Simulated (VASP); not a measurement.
In3B2As:

```
In B As
1.0
     6.51085    0.00000    0.00000
    -3.25543    5.63857    0.00000
     0.00000    0.00000    3.26167
In B As
3 2 1
Direct
  0.50000 0.00000 0.50000
  0.00000 0.50000 0.50000
  0.50000 0.50000 0.50000
  0.33333 0.66667 0.00000
  0.66667 0.33333 0.00000
  0.00000 0.00000 0.00000
```

```yaml
Program: VASP 6.6.1
Task: relaxation of cell and atoms
Functional: PBE
Potentials_or_basis: VASP PAW PBE potentials, release 64 (In_d, B, As)
Cutoff: 600 eV
k_mesh: 3 × 3 × 6
Occupations: gaussian, width 0.1 eV
Spin: no spin polarisation
```

At the start: pressure -0.8 GPa; volume 19.96 Å³/atom.

Q: How do energy, volume and symmetry change on relaxing?

A: Over 7 steps the energy falls by 56.7 meV/atom and the volume is 20.07 Å³/atom (+0.6 %); space group P6/mmm (No. 191, to 0.05 Å).

Step by step:
```csv
step,energy change (eV),largest force (eV/Å),pressure (GPa),volume (Å³)
1,0.0000,0.0000,-0.79,119.74
2,-0.2894,0.0000,0.76,117.82
3,-0.3227,0.0000,1.46,117.09
4,-0.2495,0.0000,3.46,115.48
5,-0.3121,0.0000,2.27,116.46
6,-0.3247,0.0000,1.63,116.90
7,-0.3404,0.0000,-0.23,120.44
```

Final structure:
```
CELL_PARAMETERS angstrom
6.78264 0.00000 0.00000
-3.39132 5.87394 0.00000
0.00000 0.00000 3.02298
ATOMIC_POSITIONS crystal
In 0.50000 0.00000 0.50000
In 0.00000 0.50000 0.50000
In 0.50000 0.50000 0.50000
B 0.33333 0.66667 0.00000
B 0.66667 0.33333 0.00000
As 0.00000 0.00000 0.00000
```

Caveat: the k points lie up to 0.36 Å⁻¹ apart in the final cell.
